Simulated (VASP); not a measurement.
Write the native input for VASP 6.6.1 that does the following.

```
Task                   : single point
Functional             : PBEsol
Potentials or basis    : VASP PAW PBE potentials, release 64 (Si, C)
Cutoff                 : 520 eV
k mesh                 : 15 × 15 × 8
Occupations            : fermi-dirac, width 0.08 eV
Spin                   : no spin polarisation
Dipole correction      : no
Further INCAR settings : ALGO = Normal; EDIFF = 1e-06; NBANDS = 16
```

The structure of SiC lies in POSCAR:

```
SiC
1.0
    3.1363272130      0.0000000000      0.0000000000
   -1.5681636065      2.7161390411      0.0000000000
    0.0000000000      0.0000000000      5.1470055276
Si C
2 2
Direct
    0.3333333333      0.6666666667      0.0000000000
    0.6666666667      0.3333333333      0.5000000000
    0.3333333333      0.6666666667      0.3850000000
    0.6666666667      0.3333333333      0.8850000000
```

This cell differs from its parent crystal: volume scaled by 1.06.

The input as run:

INCAR

```
SYSTEM = SiC
ALGO = Normal
EDIFF = 1E-6
ENCUT = 520
GGA = PS
ISIF = 2
ISMEAR = -1
LASPH = .True.
LCHARG = .False.
LREAL = .False.
LWAVE = .False.
NBANDS = 16
NELM = 60
PREC = Accurate
SIGMA = 0.08
```

KPOINTS

```
k-points
0
Gamma
  15 15 8
  0 0 0
```

Potentials or basis: VASP PAW PBE potentials, release 64 (Si, C).

Command:

```sh
$ cat potpaw_PBE.64/Si/POTCAR potpaw_PBE.64/C/POTCAR > POTCAR
$ mpirun -np 1 vasp_std > vasp.out
```

It gave:

```yaml
Pressure: -11.0 GPa
Largest_force: 0.664 eV/Å
Band_gap_on_the_k_mesh: 2.26 eV, indirect (least direct gap 3.85 eV)
```

Caveat: the PAW data sets were made with another functional, which shifts forces and pressure a little.

It took 24 s on 1 thread of Intel(R) Xeon(R) 6975P-C (Granite Rapids), on a shared host, peak memory 0.2 GiB.
